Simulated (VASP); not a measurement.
Write the native input for VASP 6.6.1 that does the following.

| Property | Result |
| --- | --- |
| Task | single point |
| Functional | HSE06 |
| Potentials or basis | VASP PAW PBE potentials, release 64 (Be, Te) |
| Cutoff | 520 eV |
| k mesh | 6 × 6 × 6 |
| Occupations | gaussian, width 0.01 eV |
| Spin | no spin polarisation |
| Dipole correction | no |
| Grid for exact exchange (PRECFOCK) | Normal |
| Further INCAR settings | ALGO = Normal; EDIFF = 1e-06; NBANDS = 11 |
| Share of exact exchange | 0.25 |
| Screening parameter | 0.2079 1/Å |

The system is BeTe.

```xyz
2
Lattice="0.0000 2.8286 2.8852 2.8286 0.0000 2.8852 2.8286 2.8286 0.0000" Properties=species:S:1:pos:R:3 pbc="T T T"
Be    0.0000    0.0000    0.0000
Te    1.4143    1.4143    1.4426
```

This cell differs from its parent crystal: uniaxial z strain +2.0%.

The input as run:

POSCAR

```
BeTe
1.0
    0.0000000000      2.8286236224      2.8851960948
    2.8286236224      0.0000000000      2.8851960948
    2.8286236224      2.8286236224      0.0000000000
Be Te
1 1
Direct
    0.0000000000      0.0000000000      0.0000000000
    0.2500000000      0.2500000000      0.2500000000
```

INCAR.step1

```
PREC = Accurate
ENCUT = 520
EDIFF = 1E-5
ISMEAR = 0
SIGMA = 0.01
LREAL = False
LASPH = True
NELM = 100
ALGO = Normal
ISIF = 2
LWAVE = True
LCHARG = False
NBANDS = 11
GGA = PE
```

INCAR.step2

```
PREC = Accurate
ENCUT = 520
EDIFF = 1E-6
ISMEAR = 0
SIGMA = 0.01
LREAL = False
LASPH = True
NELM = 100
ALGO = Normal
ISIF = 2
LWAVE = False
LCHARG = False
GGA = PE
LHFCALC = True
HFSCREEN = 0.2079
PRECFOCK = Normal
NBANDS = 11
ISTART = 1
```

KPOINTS

```
Automatic mesh
0
Gamma
  6 6 6
```

Potentials or basis: VASP PAW PBE potentials, release 64 (Be, Te).

Run with:

```sh
$ cat potpaw_PBE.64/Be/POTCAR potpaw_PBE.64/Te/POTCAR > POTCAR
$ cp INCAR.step1 INCAR
$ mpirun -np 1 vasp_std > vasp.out
$ cp INCAR.step2 INCAR
$ mpirun -np 1 vasp_std > vasp.out
```

It gave:

| Property | Result |
| --- | --- |
| Pressure | -2.0 GPa |
| Band gap on the k mesh | 2.64 eV (least direct gap 4.30 eV) |

Caveat: the cell differs from its parent crystal (uniaxial z strain +2.0%); the PAW data sets were made with another functional, which shifts forces and pressure a little; spin-orbit coupling is left out, which moves the levels of the heavy elements.

Wall time 55 min on 1 thread of AMD EPYC 7R43 64-Core Processor (Zen 3) (shared host), peak memory 0.26 GiB.
